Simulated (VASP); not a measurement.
Crystal: TiC.

```
Ti C
1.0
     3.04209    0.00000    0.00000
    -1.52104    2.63452    0.00000
     0.00000    0.00000    2.69797
Ti C
1 1
Cartesian
  0.0000 0.0000 1.3490
  0.0000 1.7564 0.0000
```

| Quantity | Value |
| --- | --- |
| Program | VASP 6.6.1 |
| Task | relaxation of cell and atoms |
| Functional | r2SCAN |
| Potentials or basis | VASP PAW PBE potentials, release 64 (Ti_sv, C) |
| Cutoff | 600 eV |
| k mesh | 10 × 10 × 10 |
| Occupations | fermi-dirac, width 0.05 eV |
| Spin | no spin polarisation |
| Hubbard terms | Ti d U = 6.0 eV |

At the start: pressure 15.2 GPa; volume 10.81 Å³/atom.

Task: How do energy, volume and symmetry change on relaxing?

Result: Over 4 steps the energy falls by 32.6 meV/atom and the volume is 11.50 Å³/atom (+6.3 %); space group P-6m2 (No. 187, to 0.1 Å) before and after.

Step by step:
```
step  energy change (eV)  largest force (eV/Å)  pressure (GPa)  volume (Å³)
   1              0.0000                0.0001           15.16        21.62
   2              0.0427                0.0000          -15.41        24.98
   3             -0.0651                0.0001           -0.35        23.02
   4             -0.0651                0.0001           -0.07        22.99
```

Final structure:
```
CELL_PARAMETERS angstrom
3.09446 0.00000 0.00000
-1.54723 2.67987 0.00000
0.00000 0.00000 2.77256
ATOMIC_POSITIONS crystal
Ti 0.00000 0.00000 0.50000
C 0.33333 0.66667 0.00000
```

Caveat: the PAW data sets were made with another functional, which shifts forces and pressure a little; U without spin polarisation on a metal has little footing; the U is typed as a test and isn't derived for this compound.
